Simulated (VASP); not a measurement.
Set up this calculation in VASP 6.6.1, as the native input.

```
Task                   : single point
Functional             : PBE
Potentials or basis    : VASP PAW PBE potentials, release 64 (In_d, P)
Cutoff                 : 520 eV
k mesh                 : 8 × 8 × 8
Occupations            : gaussian, width 0.015 eV
Spin                   : no spin polarisation
Dipole correction      : no
Further INCAR settings : ALGO = Normal; EDIFF = 1e-06; NBANDS = 16
```

The structure of InP lies in POSCAR:

```
InP
1.0
    0.0000000000      2.9305000000      2.9305000000
    2.9305000000      0.0000000000      2.9305000000
    2.9305000000      2.9305000000      0.0000000000
In P
1 1
Direct
    0.0000000000      0.0000000000      0.0000000000
    0.7500000000      0.7500000000      0.7500000000
```

One way to write it, as run:

INCAR

```
  PREC = Accurate
  ENCUT = 520
  EDIFF = 1E-6
  ISMEAR = 0
  SIGMA = 0.015
  LREAL = False
  LASPH = True
  NELM = 100
  ALGO = Normal
  ISIF = 2
  LWAVE = False
  LCHARG = True
  GGA = PE
  LELF = True
  LVHAR = True
  NBANDS = 16
```

KPOINTS

```
regular mesh
0
Gamma
  8 8 8
```

Potentials or basis: VASP PAW PBE potentials, release 64 (In_d, P).

The run is started by

```sh
$ cat potpaw_PBE.64/In_d/POTCAR potpaw_PBE.64/P/POTCAR > POTCAR
$ mpirun -np 1 vasp_std > vasp.out
```

Results of the run:

```yaml
Pressure: 3.3 GPa
Band_gap_on_the_k_mesh: 0.71 eV, direct
```

Caveat: spin-orbit coupling is left out, which moves the levels of the heavy elements.

Run time: 34 s on 1 thread of Intel Xeon 8259CL, on a shared host, peak memory 0.18 GiB.
